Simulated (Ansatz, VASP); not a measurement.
## One calculation of W, two programs

```
CELL_PARAMETERS angstrom
2.86477 0.00000 0.00000
0.00000 4.95926 0.00000
0.00000 0.00000 5.02026
ATOMIC_POSITIONS crystal
W 0.79317 0.93684 0.75000
W 0.20683 0.43684 0.75000
W 0.20683 0.06316 0.25000
W 0.79317 0.56316 0.25000
```

Change from the starting cell: volume scaled by 1.06.

Alike in both runs: task single point; functional PBEsol; k mesh 9 × 6 × 6; occupations fermi-dirac, width 0.05 eV; no spin polarisation.

|  | VASP | Ansatz |
| --- | --- | --- |
| version | VASP 6.6.1 | Ansatz 0.2.0 |
| potentials or method | VASP PAW PBE potentials, release 64 (W_sv), cutoff 520 eV | all-electron LAPW, scalar-relativistic |

VASP gave:

```
gap on the k mesh at the Fermi level (eV)                     : none
pressure (GPa)                                                : -23.4
traceless stress, the component that is largest in VASP (GPa) : 1.13
rms of the force components (eV/Å)                            : 0.124
```

Question: What did Ansatz give for the same quantities?

Answer: gap on the k mesh at the Fermi level (eV): none; pressure (GPa): -23.5; traceless stress, the component that is largest in VASP (GPa): 1.19; rms of the force components (eV/Å): 0.126.

VASP's potentials were made for PBE, not for PBEsol. Atom by atom the forces differ by 0.002 eV/Å (rms over components). A gap of «none» marks a metal or a gap that the smearing closes. Ansatz ran all-electron here, and VASP with PAW potentials.

Spin-orbit coupling is off throughout.
